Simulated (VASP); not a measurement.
Mg: single point with PBEsol

Crystal: Mg.

```
Mg
1.0
     3.16521    0.00000    0.00000
    -1.58261    2.74115    0.00000
     0.00000    0.00000   10.44623
Mg
4
Direct
  0.66667 0.33333 0.75000
  0.00000 0.00000 0.50000
  0.33333 0.66667 0.25000
  0.00000 0.00000 0.00000
```

```json
{"Program": "VASP 6.6.1", "Task": "single point", "Functional": "PBEsol", "Potentials or basis": "VASP PAW PBE potentials, release 64 (Mg)", "Cutoff": "520 eV", "k mesh": "10 × 10 × 3", "Occupations": "fermi-dirac, width 0.05 eV", "Spin": "no spin polarisation", "Dipole correction": "no", "Further INCAR settings": "ALGO = Fast; EDIFF = 1e-06; NBANDS = 12"}
```

```json
{"Pressure": "0.0 GPa", "Band gap on the k mesh": "zero (band 4 reaches 3.25 eV, above the bottom of band 5 at 1.27 eV)"}
```

Levels at points of the mesh, in eV from the Fermi level:
| k point | band 2 | band 3 | band 4 | band 5 | band 6 | band 7 |
| --- | --- | --- | --- | --- | --- | --- |
| (0.00, 0.00, 0.00) | -5.73 | -5.73 | -1.91 | -1.51 | 4.69 | 4.70 |
| (0.50, 0.00, 0.00) | -2.21 | -1.20 | -1.16 | -0.61 | -0.57 | 2.62 |

Wall time 27 s on 1 thread of Intel(R) Xeon(R) Platinum 8259CL CPU @ 2.50GHz (Skylake/Cascade Lake), with other jobs on the host, peak memory 0.2 GiB.

Caveat: the PAW data sets were made with another functional, which shifts forces and pressure a little.
